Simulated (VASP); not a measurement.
Runs of VASP 6.6.1 on H. The structure is that of space group P6_3/mmc (No. 194), or close to it. The cells are those of the table. 

| cell | gap on the mesh (eV) | pressure (GPa) | largest force (eV/Å) |
| --- | --- | --- | --- |
| a = 4.137, b = 4.137, c = 4.349 Å, angles 90.0, 90.0, 120.0°, 4 atoms | 10.41 | 6.3 | 6.01 |
| a = 3.778, b = 3.778, c = 5.214 Å, angles 90.0, 90.0, 120.0°, 4 atoms | 8.88 | -0.4 | 0.23 |
| a = 3.948, b = 3.948, c = 4.774 Å, angles 90.0, 90.0, 120.0°, 4 atoms | (a) | 2.5 | (c) |
| a = 4.054, b = 4.054, c = 4.528 Å, angles 90.0, 90.0, 120.0°, 4 atoms | 10.20 | 4.6 | 4.25 |
| a = 3.720, b = 3.720, c = 5.378 Å, angles 90.0, 90.0, 120.0°, 4 atoms | 8.47 | (b) | (d) |

Alike in all rows: task single point; level PBEsol; potentials or basis VASP PAW PBE potentials, release 64 (H); no spin polarisation; k mesh 9 × 9 × 6; cutoff (eV) 520; smearing gaussian 0.05 eV.

Question: Estimate the missing entries.

Answer: (a) 9.96; (b) -1.4; (c) 2.30; (d) 0.94.

Caveats: the PAW data sets were made with another functional, which shifts forces and pressure a little.

A k mesh can miss the band edges.
